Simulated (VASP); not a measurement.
# BaTe (Fm-3m) in VASP: a series of runs

BaTe is run at these levels: PBEsol, LDA; tasks: single point.

Program: VASP 6.6.1. These are calculated values, not measurements. Logs are shortened: lines on timing, memory, paths and dates and some standing lists are left out, and cuts for length are marked.

### 1 The cell of the first run

It takes space group Fm-3m (No. 225, cubic). Conventional cell: a = 6.681 Å, b = 6.681 Å, c = 6.681 Å, α = 90.00°, β = 90.00°, γ = 90.00°. Ba (site symmetry m-3m) has 6 Te at 3.34 Å within 4.4 Å. Within 4.4 Å of Te (site symmetry m-3m) lie 6 Ba at 3.34 Å.

### 2 Single point, PBEsol (volume scaled by 0.94)

INCAR

```
PREC = Accurate
ENCUT = 520
EDIFF = 1E-6
ISMEAR = -1
SIGMA = 0.05
LREAL = F
LASPH = T
NELM = 60
ALGO = Normal
ISIF = 2
LWAVE = F
LCHARG = F
GGA = PS
NBANDS = 15
```

KPOINTS

```
regular mesh
0
Gamma
  7 7 7
```

POSCAR

```
BaTe
1.0
    0.0000000000      3.3403886307      3.3403886307
    3.3403886307      0.0000000000      3.3403886307
    3.3403886307      3.3403886307      0.0000000000
Ba Te
1 1
Direct
    0.0000000000      0.0000000000      0.0000000000
    0.5000000000      0.5000000000      0.5000000000
```

Potentials or basis: VASP PAW PBE potentials, release 64 (Ba_sv, Te).

Launch:

```sh
$ cat potpaw_PBE.64/Ba_sv/POTCAR potpaw_PBE.64/Te/POTCAR > POTCAR
$ mpirun -np 1 vasp_std > vasp.out
```

OUTCAR:

```text
PREC = Accurate
   ENCUT = 520
   EDIFF = 1E-6
   ISMEAR = -1
   LREAL = F
   LASPH = T
   NELM = 60
   ISIF = 2
   GGA = PS

 ion  position               nearest neighbor table
   1  0.000  0.000  0.000-   2 3.34   2 3.34   2 3.34   2 3.34   2 3.34   2 3.34
   2  0.500  0.500  0.500-   1 3.34   1 3.34   1 3.34   1 3.34   1 3.34   1 3.34

  LATTYP: Found a face centered cubic cell.
 ALAT       =     6.6807772614

  Lattice vectors:

 A1 = (   0.0000000000,   3.3403886307,   3.3403886307)
 A2 = (   3.3403886307,   0.0000000000,   3.3403886307)
 A3 = (   3.3403886307,   3.3403886307,   0.0000000000)

Analysis of symmetry for initial positions (statically):
=====================================================================
 Subroutine PRICEL returns:
 Original cell was already a primitive cell.

 Routine SETGRP: Setting up the symmetry group for a
 face centered cubic supercell.

 Subroutine GETGRP returns: Found 48 space group operations
 (whereof 48 operations were pure point group operations)
 out of a pool of 48 trial point group operations.

The static configuration has the point symmetry O_h .

Analysis of symmetry for dynamics (positions and initial velocities):
=====================================================================
 Subroutine PRICEL returns:
 Original cell was already a primitive cell.

 Routine SETGRP: Setting up the symmetry group for a
 face centered cubic supercell.

 Subroutine GETGRP returns: Found 48 space group operations
 (whereof 48 operations were pure point group operations)
 out of a pool of 48 trial point group operations.

The dynamic configuration has the point symmetry O_h .

 Subroutine INISYM returns: Found 48 space group operations
 (whereof 48 operations are pure point group operations),
 and found     1 'primitive' translations

----------------------------------------------------------------------------------------

                                     Primitive cell

  volume of cell :      74.5454

  direct lattice vectors                    reciprocal lattice vectors
     0.000000000  3.340388631  3.340388631    -0.149683182  0.149683182  0.149683182
     3.340388631  0.000000000  3.340388631     0.149683182 -0.149683182  0.149683182
     3.340388631  3.340388631  0.000000000     0.149683182  0.149683182 -0.149683182

  length of vectors
     4.724022905  4.724022905  4.724022905     0.259258877  0.259258877  0.259258877

  position of ions in fractional coordinates (direct lattice)
[... 8 lines left out ...]
----------------------------------------------------------------------------------------

 KPOINTS: regular mesh

Automatic generation of k-mesh.
 Grid dimensions read from file:
 generate k-points for:    7    7    7

 Generating k-lattice:

  Cartesian coordinates                     Fractional coordinates (reciprocal lattice)
    -0.021383312  0.021383312  0.021383312     0.142857143  0.000000000  0.000000000
     0.021383312 -0.021383312  0.021383312     0.000000000  0.142857143  0.000000000
     0.021383312  0.021383312 -0.021383312     0.000000000  0.000000000  0.142857143

  Length of vectors
     0.037036982  0.037036982  0.037036982

  Shift w.r.t. Gamma in fractional coordinates (k-lattice)
     0.000000000  0.000000000  0.000000000

 Subroutine IBZKPT returns following result:
 ===========================================

 Found     20 irreducible k-points:

 Following reciprocal coordinates:
            Coordinates               Weight
  0.000000  0.000000  0.000000      1.000000
  0.142857  0.000000  0.000000      8.000000
  0.285714  0.000000  0.000000      8.000000
  0.428571  0.000000  0.000000      8.000000
  0.142857  0.142857  0.000000      6.000000
  0.285714  0.142857  0.000000     24.000000
[... 12 lines left out ...]
 -0.428571  0.428571  0.142857     24.000000
 -0.285714  0.428571  0.142857     24.000000
   k-points           NKPTS =     20   k-points in BZ     NKDIM =     20   number of bands    NBANDS=     15
   number of dos      NEDOS =    301   number of ions     NIONS =      2
   total plane-waves  NPLWV =  46656
   dimension x,y,z NGX =    36 NGY =   36 NGZ =   36
   dimension x,y,z NGXF=    72 NGYF=   72 NGZF=   72
   ions per type =               1   1
   NGX,Y,Z   is equivalent  to a cutoff of  12.67, 12.67, 12.67 a.u.
   NGXF,Y,Z  is equivalent  to a cutoff of  25.34, 25.34, 25.34 a.u.
 SYSTEM =  unknown system
   PREC   = accura    normal or accurate (medium, high low for compatibility)
   ISTART =      0    job   : 0-new  1-cont  2-samecut
   ICHARG =      2    charge: 1-file 2-atom 10-const
   ISPIN  =      1    spin polarized calculation?
   LNONCOLLINEAR =      F non collinear calculations
   LSORBIT =      F    spin-orbit coupling
   LASPH  =      T    aspherical Exc in radial PAW
   ENCUT  =  520.0 eV  38.22 Ry    6.18 a.u.   8.78  8.78  8.78*2*pi/ulx,y,z
   NELM   =     60;   NELMIN=  2; NELMDL= -5     # of ELM steps
   EDIFF  = 0.1E-05   stopping-criterion for ELM
   LREAL  =      F    real-space projection
[... 7 lines left out ...]
   TEBEG  =    0.0;   TEEND  =   0.0 temperature during run
   PSTRESS=    0.0 pullay stress
   NELECT =      16.0000    total number of electrons
   NUPDOWN=      -1.0000    fix difference up-down
   EMIN   =  10.00;   EMAX   =-10.00  energy-range for DOS
   EFERMI =   0.00;   METHOD = LEGACY
   ISMEAR =    -1;   SIGMA  =   0.05  broadening in eV -4-tet -1-fermi 0-gaus
   EFERMI_NEDOS =   21; number of points for ismear=-14 and -15
   IALGO  =     38    algorithm
   IMIX   =      4    mixing-type and parameters
     AMIX     =   0.40;   BMIX     =  1.00
     AMIX_MAG =   1.60;   BMIX_MAG =  1.00
  volume/ion in A,a.u.               =      37.27       251.53
  Fermi-wavevector in a.u.,A,eV,Ry     =   0.980184  1.852280 13.071956  0.960762
  Thomas-Fermi vector in A             =   2.111095
   LORBIT       =      0    0 simple, 1 ext, 2 COOP (PROOUT), +10 PAW based schemes
   GGA     = PS    functional components
   LHFCALC =     F    Hartree Fock is set to
   AEXX    =    0.0000 exact exchange contribution
   IVDW    =     0    specifies the selected vdW correction
   LEPSILON=     F    determine dielectric tensor
   LRPA    =     F    only Hartree local field effects (RPA)
 non-spin polarized calculation
  energy-cutoff  :      520.00
  volume of cell :       74.55
 maximum number of plane-waves:      2017
   NGX = 17   NGY = 17   NGZ = 17

 number of electron      16.0000000 magnetization

 Free energy of the ion-electron system (eV)
  ---------------------------------------------------
  ext. energy  EPLUGINS =         0.00000000
  ---------------------------------------------------
  free energy    TOTEN  =        -9.04260182 eV

  energy without entropy =       -9.04260135  energy(sigma->0) =       -9.04260159

 E-fermi :   3.6574     XC(G=0):  -8.9863

 val. band max:        3.1162587919   @ k =   0.0000   0.0000   0.0000
 cond. band min:       4.2293567413   @ k =   0.4286   0.4286   0.0000
 fundamental gap:      1.1130979495
 Fermi energy:         3.6573800740

 k-point     1 :       0.0000    0.0000    0.0000
  band No.  band energies     occupation
      1     -23.5502      2.00000
      2      -8.7266      2.00000
      3      -8.7266      2.00000
      4      -8.7266      2.00000
      5      -6.8092      2.00000
      6       3.1163      1.99996
      7       3.1163      1.99996
      8       3.1163      1.99996
      9       5.8400      0.00000
     10       5.8400      0.00000
     11       5.8400      0.00000
     12       6.4498      0.00000
     13       6.6507      0.00000
     14       6.6507      0.00000
     15       9.9193      0.00000

 k-point     2 :       0.1429    0.0000    0.0000
  band No.  band energies     occupation
      1     -23.5446      2.00000
      2      -8.9356      2.00000
      3      -8.7296      2.00000
      4      -8.7296      2.00000
      5      -6.5277      2.00000
      6       2.3459      2.00000
      7       2.7100      2.00000
      8       2.7100      2.00000
      9       5.9250      0.00000
     10       6.1391      0.00000
     11       6.1391      0.00000
     12       7.3658      0.00000
     13       7.3794      0.00000
     14       7.3794      0.00000
     15      10.6842      0.00000

 k-point     3 :       0.2857    0.0000    0.0000
  band No.  band energies     occupation
      1     -23.5322      2.00000
      2      -9.2879      2.00000
      3      -8.7361      2.00000
      4      -8.7361      2.00000
      5      -5.9964      2.00000
      6       1.2101      2.00000
      7       2.0764      2.00000
      8       2.0764      2.00000
      9       6.2445      0.00000
     10       6.9200      0.00000
     11       6.9200      0.00000
     12       8.8486      0.00000
     13       9.0082      0.00000
     14       9.0082      0.00000
     15      11.8626      0.00000

 k-point     4 :       0.4286    0.0000    0.0000
  band No.  band energies     occupation
      1     -23.5222      2.00000
      2      -9.5103      2.00000
      3      -8.7412      2.00000
      4      -8.7412      2.00000
      5      -5.6091      2.00000
      6       0.5053      2.00000
      7       1.6973      2.00000
      8       1.6973      2.00000
      9       7.0333      0.00000
     10       7.9637      0.00000
     11       7.9637      0.00000
     12       8.5156      0.00000
     13      10.4447      0.00000
     14      10.4447      0.00000
     15      11.3533      0.00000
[... 235 lines left out ...]
 k-point    18 :      -0.4286    0.2857    0.1429
  band No.  band energies     occupation
      1     -23.5159      2.00000
      2      -9.3169      2.00000
      3      -8.8970      2.00000
      4      -8.8057      2.00000
      5      -5.9381      2.00000
      6       1.0618      2.00000
      7       1.8432      2.00000
      8       2.0660      2.00000
      9       6.2891      0.00000
     10       7.4698      0.00000
     11       8.4063      0.00000
     12       8.7711      0.00000
     13       9.5400      0.00000
     14      10.7675      0.00000
     15      11.6193      0.00000

 k-point    19 :      -0.4286    0.4286    0.1429
  band No.  band energies     occupation
      1     -23.5127      2.00000
      2      -9.1429      2.00000
      3      -8.9136      2.00000
      4      -8.9127      2.00000
      5      -6.2583      2.00000
      6       1.6804      2.00000
      7       2.0613      2.00000
      8       2.3473      2.00000
      9       5.2136      0.00000
     10       8.0601      0.00000
     11       8.1429      0.00000
     12       9.2045      0.00000
     13       9.3428      0.00000
     14       9.7512      0.00000
     15      11.6522      0.00000

 k-point    20 :      -0.2857    0.4286    0.1429
  band No.  band energies     occupation
      1     -23.5118      2.00000
      2      -9.1418      2.00000
      3      -9.0097      2.00000
      4      -8.8817      2.00000
      5      -6.1195      2.00000
      6       1.4482      2.00000
      7       2.0343      2.00000
      8       2.0705      2.00000
      9       6.1510      0.00000
     10       7.1251      0.00000
     11       8.5198      0.00000
     12       8.9368      0.00000
     13       9.0916      0.00000
     14      11.3049      0.00000
     15      11.8808      0.00000

------------------------ aborting loop because EDIFF is reached ----------------------------------------

  FORCE on cell =-STRESS in cart. coord.  units (eV):
  Direction    XX          YY          ZZ          XY          YZ          ZX
  --------------------------------------------------------------------------------------
  -------------------------------------------------------------------------------------
  Total        2.4753630      2.4753630      2.4753630      0.0000000     -0.0000000      0.0000000
  in kB       53.2020663     53.2020663     53.2020663      0.0000000     -0.0000000      0.0000000
  external PRESSURE =      53.2020663 kB  Pullay stress =       0.0000000 kB

 VOLUME and BASIS-vectors are now :
 -----------------------------------------------------------------------------
  energy-cutoff  :      520.00
  volume of cell :       74.55
      direct lattice vectors                 reciprocal lattice vectors
     0.000000000  3.340388631  3.340388631    -0.149683182  0.149683182  0.149683182
     3.340388631  0.000000000  3.340388631     0.149683182 -0.149683182  0.149683182
     3.340388631  3.340388631  0.000000000     0.149683182  0.149683182 -0.149683182

 POSITION                                       TOTAL-FORCE (eV/Angst)
 -----------------------------------------------------------------------------------
      0.00000      0.00000      0.00000         0.000000      0.000000      0.000000
      3.34039      3.34039      3.34039        -0.000000     -0.000000     -0.000000
 -----------------------------------------------------------------------------------
    total drift:                                0.000000      0.000000      0.000000

  FREE ENERGIE OF THE ION-ELECTRON SYSTEM (eV)
  ---------------------------------------------------
  free  energy   TOTEN  =        -9.0426018175 eV

  energy  without entropy=       -9.0426013545  energy(sigma->0) =       -9.04260159
```

Run time: 44 s. Hardware: 1 thread of Intel Xeon 8259CL, shared host; peak memory 0.21 GiB.

What came out:

```yaml
Free_energy: -9.0426 eV
Pressure: 5.3 GPa
Band_gap_on_the_k_mesh: 1.11 eV, indirect (least direct gap 1.49 eV)
```

Levels at points of the mesh, in eV from the valence-band top:
| k point | band 4 | band 5 | band 6 | band 7 | band 8 | band 9 | band 10 | band 11 | band 12 | band 13 |
| --- | --- | --- | --- | --- | --- | --- | --- | --- | --- | --- |
| (0.00, 0.00, 0.00) | -11.84 | -9.93 | 0.00 | 0.00 | 0.00 | 2.72 | 2.72 | 2.72 | 3.33 | 3.53 |

Caveat: the PAW data sets were made with another functional, which shifts forces and pressure a little; spin-orbit coupling is left out, which moves the levels of the heavy elements.

(Continued in part 2 of 2.)
